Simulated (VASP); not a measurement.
Input of a VASP 6.6.1 run:

POSCAR

```
Mo
1.0
   -1.6249651476      1.6249651476      1.6249651476
    1.6249651476     -1.6249651476      1.6249651476
    1.6249651476      1.6249651476     -1.6249651476
Mo
1
Direct
    0.0000000000      0.0000000000      0.0000000000
```

The input INCAR.step1:

```
SYSTEM = Mo
PREC = Accurate
ENCUT = 520
ISMEAR = 1
SIGMA = 0.1
LREAL = .FALSE.
LASPH = .TRUE.
NELM = 150
LMAXMIX = 4
LDAU = .TRUE.
LDAUTYPE = 2
LDAUL = 2
LDAUU = 5
LDAUJ = 0
NBANDS = 13
GGA = PE
ALGO = Normal
EDIFF = 1E-4
LWAVE = .TRUE.
LCHARG = .FALSE.
```

INCAR.step2

```
SYSTEM = Mo
PREC = Accurate
ENCUT = 520
EDIFF = 1E-6
ISMEAR = 1
SIGMA = 0.1
LREAL = .FALSE.
LASPH = .TRUE.
NELM = 150
ALGO = Normal
ISIF = 2
LWAVE = .FALSE.
LCHARG = .FALSE.
LMAXMIX = 4
LDAU = .TRUE.
LDAUTYPE = 2
LDAUL = 2
LDAUU = 5
LDAUJ = 0
LDAUPRINT = 1
METAGGA = R2SCAN
LMIXTAU = .TRUE.
NBANDS = 13
ISTART = 1
```

The input KPOINTS:

```
Automatic mesh
0
G
  12 12 12
  0 0 0
```

Potentials or basis: VASP PAW PBE potentials, release 64 (Mo_sv).

Command:

```console
$ cat potpaw_PBE.64/Mo_sv/POTCAR > POTCAR
$ cp INCAR.step1 INCAR
$ mpirun -np 1 vasp_std > vasp.out
$ cp INCAR.step2 INCAR
$ mpirun -np 1 vasp_std > vasp.out
```

Problem. Estimate the pressure.

Solution. -9.5 GPa.

Problem. What does it give for the band gap on the k mesh?

Solution. Zero (bands 7 and 8 overlap by 4.88 eV).

Eigenvalues of the final occupation matrices:
| site | spin | trace | eigenvalues |
| --- | --- | --- | --- |
| site 1 d | 1 | 1.84 | 0.22 0.22 0.47 0.47 0.47 |
| site 1 d | 2 | 1.84 | 0.22 0.22 0.47 0.47 0.47 |

Caveat: the cell stands under tension; the PAW data sets were made with another functional, which shifts forces and pressure a little; U without spin polarisation on a metal has little footing; the U is typed as a test and isn't derived for this compound.
